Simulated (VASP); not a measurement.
# LiSi16 (a cell with a defect) in VASP: single point with PBE+D3(BJ)

Aim: the single point of LiSi16 (a cell with a defect) with PBE+D3(BJ).

All numbers are computed with VASP 6.6.1; they aren't measurements. Logs are shortened: lines on timing, memory, paths and dates and some standing lists are left out, and cuts for length are marked.

## 1. The cell of the first run

The cell holds a defect, 17 atoms: a = 7.679 Å, b = 7.679 Å, c = 7.679 Å, α = 60.00°, β = 60.00°, γ = 60.00°.

## 2. Single point, PBE+D3(BJ)

INCAR reads:

```
SYSTEM = LiSi16
  PREC = Accurate
  ENCUT = 520
  EDIFF = 1E-6
  ISMEAR = 0
  SIGMA = 0.02
  LREAL = Auto
  LASPH = .TRUE.
  NELM = 100
  ALGO = Normal
  ISIF = 2
  LWAVE = .FALSE.
  LCHARG = .FALSE.
  GGA = PE
  IVDW = 12
  NBANDS = 48
  NELECT = 66.0
```

KPOINTS reads:

```
Automatic mesh
0
G
  2 2 2
  0 0 0
```

POSCAR reads:

```
LiSi16
1.0
    0.0000000000      5.4300000000      5.4300000000
    5.4300000000      0.0000000000      5.4300000000
    5.4300000000      5.4300000000      0.0000000000
Si Li
16 1
Direct
   -0.0048223757      0.0073144567     -0.0010229282
    0.1305806630      0.1262425414      0.1179058932
    0.0265524862     -0.0083515654      0.4911228361
    0.1305811234      0.1262424494      0.6257170350
   -0.0048219153      0.4995023941     -0.0010230203
    0.0992046041      0.6340977901      0.1335720074
   -0.0048219153      0.4995023941      0.5067887661
    0.1305804788      0.6184314917      0.6257171271
    0.5046352670      0.0064558932     -0.0165754144
    0.6211230203      0.1417957643      0.1187637201
    0.5046359116      0.0064556169      0.5059303867
    0.6550088398      0.1154961326      0.6149705341
    0.4707485267      0.5102494475      0.0097242173
    0.6211236648      0.6192892265      0.1187638122
    0.5046350829      0.4839505525      0.5059302947
    0.6211234807      0.6192890424      0.6412700737
    0.5628774401      0.8128732044      0.3123477901
```

Potentials or basis: VASP PAW PBE potentials, release 64 (Si, Li_sv).

Command:

```sh
> cat potpaw_PBE.64/Si/POTCAR potpaw_PBE.64/Li_sv/POTCAR > POTCAR
> mpirun -np 1 vasp_std > vasp.out
```

OUTCAR:

```text
SYSTEM = LiSi16
   PREC = Accurate
   ENCUT = 520
   EDIFF = 1E-6
   ISMEAR = 0
   LREAL = Auto
   LASPH = .TRUE.
   NELM = 100
   ISIF = 2
   GGA = PE
   IVDW = 12
   NELECT = 66.0
 IVDW          = 12

 ion  position               nearest neighbor table
   1  0.995  0.007  0.999-   2 2.34   4 2.34   6 2.34  10 2.35
   2  0.131  0.126  0.118-   5 2.34   1 2.34   3 2.34   9 2.35
   3  0.027  0.992  0.491-  12 2.33   4 2.34   2 2.34   8 2.34
   4  0.131  0.126  0.626-   7 2.34   1 2.34   3 2.34  11 2.35
   5  0.995  0.500  0.999-   8 2.34   2 2.34   6 2.34  14 2.35
   6  0.099  0.634  0.134-  13 2.33   1 2.34   7 2.34   5 2.34
   7  0.995  0.500  0.507-   8 2.34   4 2.34   6 2.34  16 2.35
   8  0.131  0.618  0.626-   5 2.34   7 2.34   3 2.34  15 2.35
   9  0.505  0.006  0.983-  12 2.32  17 2.35   2 2.35  14 2.43  10 2.43
  10  0.621  0.142  0.119-  13 2.32  17 2.35   1 2.35  11 2.43   9 2.43
  11  0.505  0.006  0.506-  12 2.32  17 2.35   4 2.35  16 2.43  10 2.43
  12  0.655  0.115  0.615-  11 2.32   9 2.32  15 2.32   3 2.33
  13  0.471  0.510  0.010-  10 2.32  16 2.32  14 2.32   6 2.33
  14  0.621  0.619  0.119-  13 2.32  17 2.35   5 2.35  15 2.43   9 2.43
  15  0.505  0.484  0.506-  12 2.32  17 2.35   8 2.35  14 2.43  16 2.43
  16  0.621  0.619  0.641-  13 2.32  17 2.35   7 2.35  11 2.43  15 2.43
  17  0.563  0.813  0.312-  15 2.35  11 2.35   9 2.35  14 2.35  16 2.35  10 2.35

  LATTYP: Found a face centered cubic cell.
 ALAT       =    10.8600000000

  Lattice vectors:

 A1 = (   0.0000000000,   5.4300000000,   5.4300000000)
 A2 = (   5.4300000000,   0.0000000000,   5.4300000000)
 A3 = (   5.4300000000,   5.4300000000,   0.0000000000)

Analysis of symmetry for initial positions (statically):
=====================================================================
 Subroutine PRICEL returns:
 Original cell was already a primitive cell.

 Routine SETGRP: Setting up the symmetry group for a
 face centered cubic supercell.

 Subroutine GETGRP returns: Found 12 space group operations
 (whereof  1 operations were pure point group operations)
 out of a pool of 48 trial point group operations.

The static configuration has the point symmetry C_1 .
 The point group associated with its full space group is D_3d.

Analysis of symmetry for dynamics (positions and initial velocities):
=====================================================================
 Subroutine PRICEL returns:
 Original cell was already a primitive cell.

 Routine SETGRP: Setting up the symmetry group for a
 face centered cubic supercell.

 Subroutine GETGRP returns: Found 12 space group operations
 (whereof  1 operations were pure point group operations)
 out of a pool of 48 trial point group operations.

The dynamic configuration has the point symmetry C_1 .
 The point group associated with its full space group is D_3d.

 Subroutine INISYM returns: Found 12 space group operations
 (whereof  1 operations are pure point group operations),
 and found     1 'primitive' translations

----------------------------------------------------------------------------------------

                                     Primitive cell

  volume of cell :     320.2060

  direct lattice vectors                    reciprocal lattice vectors
     0.000000000  5.430000000  5.430000000    -0.092081031  0.092081031  0.092081031
     5.430000000  0.000000000  5.430000000     0.092081031 -0.092081031  0.092081031
     5.430000000  5.430000000  0.000000000     0.092081031  0.092081031 -0.092081031

  length of vectors
     7.679179644  7.679179644  7.679179644     0.159489025  0.159489025  0.159489025

  position of ions in fractional coordinates (direct lattice)
     0.995177624  0.007314457  0.998977072
     0.130580663  0.126242541  0.117905893
     0.026552486  0.991648435  0.491122836
     0.130581123  0.126242449  0.625717035
     0.995178085  0.499502394  0.998976980
     0.099204604  0.634097790  0.133572007
[... 9 lines left out ...]
     0.621123481  0.619289042  0.641270074
     0.562877440  0.812873204  0.312347790

  ion indices of the primitive-cell ions
   primitive index   ion index
                 1           1
                 2           2
                 3           3
                 4           4
                 5           5
                 6           6
[... 9 lines left out ...]
                16          16
                17          17

----------------------------------------------------------------------------------------

 KPOINTS: Automatic mesh

Automatic generation of k-mesh.
 Grid dimensions read from file:
 generate k-points for:    2    2    2

 Generating k-lattice:

  Cartesian coordinates                     Fractional coordinates (reciprocal lattice)
    -0.046040516  0.046040516  0.046040516     0.500000000  0.000000000  0.000000000
     0.046040516 -0.046040516  0.046040516     0.000000000  0.500000000  0.000000000
     0.046040516  0.046040516 -0.046040516     0.000000000  0.000000000  0.500000000

  Length of vectors
     0.079744512  0.079744512  0.079744512

  Shift w.r.t. Gamma in fractional coordinates (k-lattice)
     0.000000000  0.000000000  0.000000000

 Subroutine IBZKPT returns following result:
 ===========================================

 Found      4 irreducible k-points:

 Following reciprocal coordinates:
            Coordinates               Weight
  0.000000  0.000000  0.000000      1.000000
  0.500000  0.000000  0.000000      1.000000
  0.000000  0.500000  0.000000      3.000000
  0.500000  0.500000  0.000000      3.000000
   k-points           NKPTS =      4   k-points in BZ     NKDIM =      4   number of bands    NBANDS=     48
   number of dos      NEDOS =    301   number of ions     NIONS =     17
   total plane-waves  NPLWV = 216000
   dimension x,y,z NGX =    60 NGY =   60 NGZ =   60
   dimension x,y,z NGXF=   120 NGYF=  120 NGZF=  120
   ions per type =              16   1
   NGX,Y,Z   is equivalent  to a cutoff of  12.99, 12.99, 12.99 a.u.
   NGXF,Y,Z  is equivalent  to a cutoff of  25.98, 25.98, 25.98 a.u.
 SYSTEM =  LiSi16
   PREC   = accura    normal or accurate (medium, high low for compatibility)
   ISTART =      0    job   : 0-new  1-cont  2-samecut
   ICHARG =      2    charge: 1-file 2-atom 10-const
   ISPIN  =      1    spin polarized calculation?
   LNONCOLLINEAR =      F non collinear calculations
   LSORBIT =      F    spin-orbit coupling
   LASPH  =      T    aspherical Exc in radial PAW
   ENCUT  =  520.0 eV  38.22 Ry    6.18 a.u.  14.28 14.28 14.28*2*pi/ulx,y,z
   NELM   =    100;   NELMIN=  2; NELMDL= -5     # of ELM steps
   EDIFF  = 0.1E-05   stopping-criterion for ELM
   LREAL  =      T    real-space projection
   EDIFFG = 0.1E-04   stopping-criterion for IOM
   NSW    =      0    number of steps for IOM
   IBRION =     -1    ionic relax: 0-MD 1-quasi-New 2-CG
   NFREE  =      0    steps in history (QN), initial steepest desc. (CG)
   ISIF   =      2    stress and relaxation
   ISYM   =      2    0-nonsym 1-usesym 2-fastsym
   POTIM  = 0.5000    time-step for ionic-motion
   TEBEG  =    0.0;   TEEND  =   0.0 temperature during run
   PSTRESS=    0.0 pullay stress
   NELECT =      66.0000    total number of electrons
   NUPDOWN=      -1.0000    fix difference up-down
   EMIN   =  10.00;   EMAX   =-10.00  energy-range for DOS
   EFERMI =   0.00;   METHOD = LEGACY
   ISMEAR =     0;   SIGMA  =   0.02  broadening in eV -4-tet -1-fermi 0-gaus
   EFERMI_NEDOS =   21; number of points for ismear=-14 and -15
   IALGO  =     38    algorithm
   IMIX   =      4    mixing-type and parameters
     AMIX     =   0.40;   BMIX     =  1.00
     AMIX_MAG =   1.60;   BMIX_MAG =  1.00
  volume/ion in A,a.u.               =      18.84       127.11
  Fermi-wavevector in a.u.,A,eV,Ry     =   0.967044  1.827449 12.723821  0.935174
  Thomas-Fermi vector in A             =   2.096897
   LORBIT       =      0    0 simple, 1 ext, 2 COOP (PROOUT), +10 PAW based schemes
   GGA     = PE    functional components
   LHFCALC =     F    Hartree Fock is set to
   AEXX    =    0.0000 exact exchange contribution
   IVDW    =    12    specifies the selected vdW correction
   LEPSILON=     F    determine dielectric tensor
   LRPA    =     F    only Hartree local field effects (RPA)
 non-spin polarized calculation
 Gauss-broadening in eV      SIGMA  =   0.02
  energy-cutoff  :      520.00
  volume of cell :      320.21
 maximum number of plane-waves:      8646
 NGX is ok and might be reduce to    60
   NGX = 29   NGY = 29   NGZ = 29

 number of electron      66.0000001 magnetization

 Free energy of the ion-electron system (eV)
  ---------------------------------------------------
  ext. energy  EPLUGINS =         0.00000000
  ---------------------------------------------------
  free energy    TOTEN  =       -92.92011854 eV

  energy without entropy =      -92.92011854  energy(sigma->0) =      -92.92011854

 E-fermi :   6.2321     XC(G=0):  -9.4407

 val. band max:        6.0553011479   @ k =   0.0000   0.0000   0.0000
 cond. band min:       6.3257453821   @ k =   0.0000   0.0000   0.0000
 fundamental gap:      0.2704442342
 Fermi energy:         6.2320995332

 k-point     1 :       0.0000    0.0000    0.0000
  band No.  band energies     occupation
      1     -40.2262      2.00000
      2      -5.9065      2.00000
      3      -3.6725      2.00000
      4      -3.6033      2.00000
      5      -3.6033      2.00000
      6      -3.5577      2.00000
[... 37 lines left out ...]
     44       8.2824      0.00000
     45       8.2824      0.00000

 k-point     2 :       0.5000    0.0000    0.0000
  band No.  band energies     occupation
      1     -40.2262      2.00000
      2      -5.1573      2.00000
      3      -5.0533      2.00000
      4      -3.3326      2.00000
      5      -3.2803      2.00000
      6      -3.2803      2.00000
[... 37 lines left out ...]
     44       9.6532      0.00000
     45       9.6532      0.00000

 k-point     3 :       0.0000    0.5000    0.0000
  band No.  band energies     occupation
      1     -40.2262      2.00000
      2      -5.1567      2.00000
      3      -5.0847      2.00000
      4      -3.3085      2.00000
      5      -3.3000      2.00000
      6      -3.2635      2.00000
[... 37 lines left out ...]
     44       9.5521      0.00000
     45       9.6055      0.00000

 k-point     4 :       0.5000    0.5000    0.0000
  band No.  band energies     occupation
      1     -40.2262      2.00000
      2      -4.8859      2.00000
      3      -4.7936      2.00000
      4      -3.9394      2.00000
      5      -3.9036      2.00000
      6      -3.8879      2.00000
[... 37 lines left out ...]
     44      10.2749      0.00000
     45      10.3401      0.00000
 [bands above 45 left out]

------------------------ aborting loop because EDIFF is reached ----------------------------------------

 Edisp (eV)   -5.45932

 E8    (eV) :    -2.2623

  FORCE on cell =-STRESS in cart. coord.  units (eV):
  Direction    XX          YY          ZZ          XY          YZ          ZX
  --------------------------------------------------------------------------------------
  -------------------------------------------------------------------------------------
  Total      -5.82412    -5.82412    -5.82412     0.95991    -0.95991     0.95991
  in kB     -29.14148   -29.14148   -29.14148     4.80297    -4.80297     4.80297
  external pressure =      -29.14 kB  Pullay stress =        0.00 kB

 VOLUME and BASIS-vectors are now :
 -----------------------------------------------------------------------------
  energy-cutoff  :      520.00
  volume of cell :      320.21
      direct lattice vectors                 reciprocal lattice vectors
     0.000000000  5.430000000  5.430000000    -0.092081031  0.092081031  0.092081031
     5.430000000  0.000000000  5.430000000     0.092081031 -0.092081031  0.092081031
     5.430000000  5.430000000  0.000000000     0.092081031  0.092081031 -0.092081031

 POSITION                                       TOTAL-FORCE (eV/Angst)
 -----------------------------------------------------------------------------------
      5.46416     10.82826      5.44353         0.004271     -0.004271     -0.002320
      1.32573      1.34928      1.39455        -0.004271      0.002320      0.004271
      8.05145      2.81098      5.52883         0.008399     -0.008399     -0.008399
      4.08314      4.10670      1.39455        -0.002320      0.004271      0.004271
      8.13674     10.82826      8.11611         0.002320     -0.004271     -0.004271
      4.16845      1.26398      3.98183        -0.008399      0.008399      0.008399
[... 9 lines left out ...]
      6.84484      6.85480      6.73544         0.008209      0.001357     -0.008209
      6.10995      4.75247      7.47033        -0.000000      0.000000     -0.000000
 -----------------------------------------------------------------------------------
    total drift:                                0.004563     -0.004854     -0.005115

  FREE ENERGIE OF THE ION-ELECTRON SYSTEM (eV)
  ---------------------------------------------------
  free  energy   TOTEN  =       -98.3794343646 eV

  energy  without entropy=      -98.3794343646  energy(sigma->0) =      -98.37943436
```

It took 59 s on 1 thread of Intel Xeon 6975P-C (Granite Rapids), shared host; peak memory 0.45 GiB.

Results:

* Free energy: -98.3794 eV
* Largest force: 0.015 eV/Å
* Dispersion energy per atom: -0.321 eV

Forces on the atoms (eV/Å):
```
Si   0.004 -0.004 -0.002
Si  -0.004  0.002  0.004
Si   0.008 -0.008 -0.008
Si  -0.002  0.004  0.004
Si   0.002 -0.004 -0.004
Si  -0.008  0.008  0.008
Si   0.004 -0.002 -0.004
Si  -0.004  0.004  0.002
Si  -0.008 -0.001  0.008
Si   0.008 -0.008  0.001
Si   0.001  0.008  0.008
Si   0.007 -0.007 -0.007
Si  -0.007  0.007  0.007
Si  -0.001 -0.008 -0.008
Si  -0.008  0.008 -0.001
Si   0.008  0.001 -0.008
Li   0.000  0.000  0.000
```

Caveat: the k points lie up to 0.50 Å⁻¹ apart; the cell carries a net charge on a neutralising background, which shifts energy and pressure; the cell is charged against a uniform background, so pressure and absolute levels hang on convention; the cutoff is under 1.25 times the usual one of these potentials, so pressure, stress and relaxed cells hold a basis-set (Pulay) error.
